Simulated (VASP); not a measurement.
# C in VASP: single point with PBE+D3(BJ)

Aim: the single point of C with PBE+D3(BJ).

Everything below comes from runs of VASP 6.6.1. Logs are shortened: lines on timing, memory, paths and dates and some standing lists are left out, and cuts for length are marked.

## Step 1: The cell of the first run

The cell holds a slab with vacuum, 4 atoms: a = 2.466 Å, b = 2.466 Å, c = 17.500 Å, α = 90.00°, β = 90.00°, γ = 120.00°.

## Step 2: Single point, PBE+D3(BJ)

INCAR reads:

```
PREC = Accurate ; ENCUT = 520
EDIFF = 1E-7 ; ISMEAR = 0
SIGMA = 0.1 ; LREAL = F
LASPH = T ; NELM = 100
ALGO = Normal ; ISIF = 2
LWAVE = F ; LCHARG = F
LDIPOL = T ; IDIPOL = 3
DIPOL = 0.5 0.5 0.355 ; GGA = PE
IVDW = 12 ; NBANDS = 16
```

KPOINTS reads:

```
Automatic mesh
0
Gamma
  15 15 1
```

POSCAR reads:

```
C
1.0
    2.4656524409      0.0000000000      0.0000000000
   -1.2328262205      2.1353176508      0.0000000000
    0.0000000000      0.0000000000     17.5000663883
C
4
Direct
    0.6666666667      0.3333333333      0.2571619865
    0.3333333333      0.6666666667      0.2571418816
    0.6666666667      0.5000000000      0.4522372634
    1.0000000000      0.1666666667      0.4522556376
```

Potentials or basis: VASP PAW PBE potentials, release 64 (C).

Started as:

```
$ cat potpaw_PBE.64/C/POTCAR > POTCAR
$ mpirun -np 1 vasp_std > vasp.out
```

OUTCAR:

```text
PREC = Accurate
   ENCUT = 520
   EDIFF = 1E-7
   ISMEAR = 0
   LREAL = F
   LASPH = T
   NELM = 100
   ISIF = 2
   GGA = PE
   IVDW = 12
 IVDW          = 12

 ion  position               nearest neighbor table
   1  0.667  0.333  0.257-   2 1.42   2 1.42   2 1.42
   2  0.333  0.667  0.257-   1 1.42   1 1.42   1 1.42
   3  0.667  0.500  0.452-   4 1.42   4 1.42   4 1.42
   4  0.000  0.167  0.452-   3 1.42   3 1.42   3 1.42

  LATTYP: Found a hexagonal cell.
 ALAT       =     2.4656524409
 C/A-ratio  =     7.0975398227

  Lattice vectors:

 A1 = (   2.4656524409,   0.0000000000,   0.0000000000)
 A2 = (  -1.2328262205,   2.1353176508,   0.0000000000)
 A3 = (   0.0000000000,   0.0000000000,  17.5000663883)

Analysis of symmetry for initial positions (statically):
=====================================================================
 Subroutine PRICEL returns:
 Original cell was already a primitive cell.

 Routine SETGRP: Setting up the symmetry group for a
 hexagonal supercell.

 Subroutine GETGRP returns: Found  2 space group operations
 (whereof  1 operations were pure point group operations)
 out of a pool of 24 trial point group operations.

The static configuration has the point symmetry C_1 .
 The point group associated with its full space group is S_2 .

Analysis of symmetry for dynamics (positions and initial velocities):
=====================================================================
 Subroutine PRICEL returns:
 Original cell was already a primitive cell.

 Routine SETGRP: Setting up the symmetry group for a
 hexagonal supercell.

 Subroutine GETGRP returns: Found  2 space group operations
 (whereof  1 operations were pure point group operations)
 out of a pool of 24 trial point group operations.

The dynamic configuration has the point symmetry C_1 .
 The point group associated with its full space group is S_2 .

 Subroutine INISYM returns: Found  2 space group operations
 (whereof  1 operations are pure point group operations),
 and found     1 'primitive' translations

----------------------------------------------------------------------------------------

                                     Primitive cell

  volume of cell :      92.1370

  direct lattice vectors                    reciprocal lattice vectors
     2.465652441  0.000000000  0.000000000     0.405572166  0.234157199  0.000000000
    -1.232826221  2.135317651  0.000000000     0.000000000  0.468314398  0.000000000
     0.000000000  0.000000000 17.500066388     0.000000000  0.000000000  0.057142640

  length of vectors
     2.465652441  2.465652441 17.500066388     0.468314398  0.468314398  0.057142640

  position of ions in fractional coordinates (direct lattice)
     0.666666667  0.333333333  0.257161987
     0.333333333  0.666666667  0.257141882
     0.666666667  0.500000000  0.452237263
     0.000000000  0.166666667  0.452255638

  ion indices of the primitive-cell ions
   primitive index   ion index
                 1           1
                 2           2
                 3           3
                 4           4

----------------------------------------------------------------------------------------

 KPOINTS: Automatic mesh

Automatic generation of k-mesh.
 Grid dimensions read from file:
 generate k-points for:   15   15    1

 Generating k-lattice:

  Cartesian coordinates                     Fractional coordinates (reciprocal lattice)
     0.027038144  0.015610480  0.000000000     0.066666667  0.000000000  0.000000000
     0.000000000  0.031220960  0.000000000     0.000000000  0.066666667  0.000000000
     0.000000000  0.000000000  0.057142640     0.000000000  0.000000000  1.000000000

  Length of vectors
     0.031220960  0.031220960  0.057142640

  Shift w.r.t. Gamma in fractional coordinates (k-lattice)
     0.000000000  0.000000000  0.000000000

 Subroutine IBZKPT returns following result:
 ===========================================

 Found    113 irreducible k-points:

 Following reciprocal coordinates:
            Coordinates               Weight
  0.000000  0.000000  0.000000      1.000000
  0.066667  0.000000  0.000000      2.000000
  0.000000  0.066667  0.000000      2.000000
 -0.066667  0.066667  0.000000      2.000000
  0.133333 -0.000000  0.000000      2.000000
  0.000000  0.133333  0.000000      2.000000
[... 16 lines left out ...]
  0.066667  0.066667  0.000000      2.000000
 -0.066667  0.133333  0.000000      2.000000
 [... further k-points ...]
   k-points           NKPTS =    113   k-points in BZ     NKDIM =    113   number of bands    NBANDS=     16
   number of dos      NEDOS =    301   number of ions     NIONS =      4
   total plane-waves  NPLWV =  45360
   dimension x,y,z NGX =    18 NGY =   18 NGZ =  140
   dimension x,y,z NGXF=    36 NGYF=   36 NGZF=  280
   ions per type =               4
   NGX,Y,Z   is equivalent  to a cutoff of  12.14, 12.14, 13.30 a.u.
   NGXF,Y,Z  is equivalent  to a cutoff of  24.27, 24.27, 26.60 a.u.
 SYSTEM =  unknown system
   PREC   = accura    normal or accurate (medium, high low for compatibility)
   ISTART =      0    job   : 0-new  1-cont  2-samecut
   ICHARG =      2    charge: 1-file 2-atom 10-const
   ISPIN  =      1    spin polarized calculation?
   LNONCOLLINEAR =      F non collinear calculations
   LSORBIT =      F    spin-orbit coupling
   LASPH  =      T    aspherical Exc in radial PAW
   ENCUT  =  520.0 eV  38.22 Ry    6.18 a.u.   4.58  4.58 32.54*2*pi/ulx,y,z
   NELM   =    100;   NELMIN=  2; NELMDL= -5     # of ELM steps
   EDIFF  = 0.1E-06   stopping-criterion for ELM
   LREAL  =      F    real-space projection
   EDIFFG = 0.1E-05   stopping-criterion for IOM
   NSW    =      0    number of steps for IOM
   IBRION =     -1    ionic relax: 0-MD 1-quasi-New 2-CG
   NFREE  =      0    steps in history (QN), initial steepest desc. (CG)
   ISIF   =      2    stress and relaxation
   ISYM   =      2    0-nonsym 1-usesym 2-fastsym
   POTIM  = 0.5000    time-step for ionic-motion
   TEBEG  =    0.0;   TEEND  =   0.0 temperature during run
   PSTRESS=    0.0 pullay stress
   NELECT =      16.0000    total number of electrons
   NUPDOWN=      -1.0000    fix difference up-down
   EMIN   =  10.00;   EMAX   =-10.00  energy-range for DOS
   EFERMI =   0.00;   METHOD = LEGACY
   ISMEAR =     0;   SIGMA  =   0.10  broadening in eV -4-tet -1-fermi 0-gaus
   EFERMI_NEDOS =   21; number of points for ismear=-14 and -15
   IALGO  =     38    algorithm
   IMIX   =      4    mixing-type and parameters
     AMIX     =   0.40;   BMIX     =  1.00
     AMIX_MAG =   1.60;   BMIX_MAG =  1.00
  volume/ion in A,a.u.               =      23.03       155.44
  Fermi-wavevector in a.u.,A,eV,Ry     =   0.913349  1.725980 11.350070  0.834207
  Thomas-Fermi vector in A             =   2.037850
   LORBIT       =      0    0 simple, 1 ext, 2 COOP (PROOUT), +10 PAW based schemes
   GGA     = PE    functional components
   LHFCALC =     F    Hartree Fock is set to
   AEXX    =    0.0000 exact exchange contribution
   IVDW    =    12    specifies the selected vdW correction
   LEPSILON=     F    determine dielectric tensor
   LRPA    =     F    only Hartree local field effects (RPA)
 non-spin polarized calculation
 Gauss-broadening in eV      SIGMA  =   0.10
  energy-cutoff  :      520.00
  volume of cell :       92.14
 maximum number of plane-waves:      2516
   NGX =  9   NGY =  9   NGZ = 65

 dipolmoment           0.000000      0.000000      0.000073 electrons x Angstroem

 number of electron      15.9999996 magnetization

 dipolmoment           0.000000      0.000000     -0.000118 electrons x Angstroem

 Free energy of the ion-electron system (eV)
  ---------------------------------------------------
  ext. energy  EPLUGINS =         0.00000000
  ---------------------------------------------------
  free energy    TOTEN  =       -36.87701375 eV

  energy without entropy =      -36.87664782  energy(sigma->0) =      -36.87683079

 E-fermi :  -0.8367     XC(G=0):  -4.4448

 val. band max:       -0.9371048927   @ k =   0.3333   0.3333   0.0000
 cond. band min:      -0.7362449064   @ k =   0.3333   0.3333   0.0000
 fundamental gap:      0.2008599863
 Fermi energy:        -0.8366721346

 k-point     1 :       0.0000    0.0000    0.0000
  band No.  band energies     occupation
      1     -20.4141      2.00000
      2     -20.2828      2.00000
      3      -8.8816      2.00000
      4      -7.9894      2.00000
      5      -3.8706      2.00000
      6      -3.8662      2.00000
[... 8 lines left out ...]
     15       7.4854      0.00000
     16       7.4906      0.00000

 k-point     2 :       0.0667    0.0000    0.0000
  band No.  band energies     occupation
      1     -20.3086      2.00000
      2     -20.1781      2.00000
      3      -8.7545      2.00000
      4      -7.8661      2.00000
      5      -4.2952      2.00000
      6      -4.2833      2.00000
[... 8 lines left out ...]
     15       7.5550      0.00000
     16       7.9335      0.00000

 k-point     3 :       0.0000    0.0667    0.0000
  band No.  band energies     occupation
      1     -20.3086      2.00000
      2     -20.1781      2.00000
      3      -8.7545      2.00000
      4      -7.8660      2.00000
      5      -4.2941      2.00000
      6      -4.2847      2.00000
[... 8 lines left out ...]
     15       7.5483      0.00000
     16       7.9225      0.00000
[... 362 lines left out ...]
 k-point    23 :       0.0667    0.0667    0.0000
  band No.  band energies     occupation
      1     -20.0980      2.00000
      2     -19.9692      2.00000
      3      -8.5014      2.00000
      4      -7.6202      2.00000
      5      -5.0150      2.00000
      6      -5.0129      2.00000
[... 8 lines left out ...]
     15       7.7326      0.00000
     16       8.7738      0.00000

 k-point    24 :      -0.0667    0.1333    0.0000
  band No.  band energies     occupation
      1     -20.0980      2.00000
      2     -19.9692      2.00000
      3      -8.5013      2.00000
      4      -7.6204      2.00000
      5      -5.0195      2.00000
      6      -5.0083      2.00000
[... 8 lines left out ...]
     15       7.7398      0.00000
     16       8.6088      0.00000

 [... further k-points ...]

------------------------ aborting loop because EDIFF is reached ----------------------------------------

 vacuum level on the upper side and lower side of the slab       (xc-potential included)        -0.062        -0.057

 Edisp (eV)   -0.47381

 E8    (eV) :    -0.1414

  FORCE on cell =-STRESS in cart. coord.  units (eV):
  Direction    XX          YY          ZZ          XY          YZ          ZX
  --------------------------------------------------------------------------------------
  -------------------------------------------------------------------------------------
  Total       0.13703     0.10240    -0.02382    -0.00662    -0.01494     0.02466
  in kB       2.38287     1.78067    -0.41428    -0.11505    -0.25978     0.42889
  external pressure =        1.25 kB  Pullay stress =        0.00 kB

 VOLUME and BASIS-vectors are now :
 -----------------------------------------------------------------------------
  energy-cutoff  :      520.00
  volume of cell :       92.14
      direct lattice vectors                 reciprocal lattice vectors
     2.465652441  0.000000000  0.000000000     0.405572166  0.234157199  0.000000000
    -1.232826221  2.135317651  0.000000000     0.000000000  0.468314398  0.000000000
     0.000000000  0.000000000 17.500066388     0.000000000  0.000000000  0.057142640

 POSITION                                       TOTAL-FORCE (eV/Angst)
 -----------------------------------------------------------------------------------
      1.23283      0.71177      4.50035        -0.003562      0.003299     -0.000598
     -0.00000      1.42355      4.50000        -0.003660      0.001080      0.000138
      1.02736      1.06766      7.91418         0.003562     -0.003299      0.000598
     -0.20547      0.35589      7.91450         0.003660     -0.001080     -0.000138
 -----------------------------------------------------------------------------------
    total drift:                               -0.000000      0.000002     -0.027051

  FREE ENERGIE OF THE ION-ELECTRON SYSTEM (eV)
  ---------------------------------------------------
  free  energy   TOTEN  =       -37.3508230211 eV

  energy  without entropy=      -37.3504570869  energy(sigma->0) =      -37.35064005

 vacuum level on the upper side and lower side of the slab         3.388         3.394
```

Run time: 2.4 min. Hardware: 1 thread of Intel Xeon Platinum 8559C (Emerald Rapids), shared host; peak memory 0.26 GiB.

Results:

| Quantity | Value |
| --- | --- |
| Free energy | -37.3508 eV |
| Largest force | 0.005 eV/Å |
| Band gap on the k mesh | 0.20 eV, direct |
| Dispersion energy per atom | -0.118 eV |

Forces in eV/Å, atoms in the order of the input:
```
C   -0.004  0.003 -0.001
C   -0.004  0.001  0.000
C    0.004 -0.003  0.001
C    0.004 -0.001  0.000
```

Levels at points of the mesh, in eV from the valence-band top:
```
           k point  band 4  band 5  band 6  band 7  band 8  band 9  band 10  band 11  band 12  band 13
(0.00, 0.00, 0.00)   -7.05   -2.93   -2.93   -2.93   -2.92    3.50     3.96     4.88     6.64     6.72
```
